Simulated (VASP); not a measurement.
Wanted: the native input for a VASP 6.6.1 run.

* Task: single point
* Functional: PBEsol
* Potentials or basis: VASP PAW PBE potentials, release 64 (Ta_pv)
* Cutoff: 520 eV
* k mesh: 26 × 26 × 26
* Occupations: gaussian, width 0.15 eV
* Spin: no spin polarisation
* Dipole correction: no
* Further INCAR settings: ALGO = Normal; EDIFF = 1e-06; NBANDS = 12

The structure of Ta lies in POSCAR:

```
Ta
1.0
   -1.6402597622      1.6402597622      1.6402597622
    1.6402597622     -1.6402597622      1.6402597622
    1.6402597622      1.6402597622     -1.6402597622
Ta
1
Direct
    0.0000000000      0.0000000000      0.0000000000
```

These files were run (other wordings do the same):

INCAR

```
PREC = Accurate ; ENCUT = 520
EDIFF = 1E-6 ; ISMEAR = 0
SIGMA = 0.15 ; LREAL = False
LASPH = True ; NELM = 80
ALGO = Normal ; ISIF = 2
LWAVE = False ; LCHARG = False
GGA = PS ; NBANDS = 12
```

KPOINTS

```
Automatic mesh
0
Gamma
  26 26 26
```

Potentials or basis: VASP PAW PBE potentials, release 64 (Ta_pv).

Run with:

```sh
$ cat potpaw_PBE.64/Ta_pv/POTCAR > POTCAR
$ mpirun -np 1 vasp_std > vasp.out
```

It gave:

```yaml
Pressure: 0.5 GPa
Band_gap_on_the_k_mesh: zero (an odd number of electrons rules out a gap without spin polarisation)
```

Caveat: the PAW data sets were made with another functional, which shifts forces and pressure a little; spin-orbit coupling is left out, which moves the levels of the heavy elements.

It took 2 min on 1 thread of Intel Xeon 8259CL, on a shared host, peak memory 0.23 GiB.
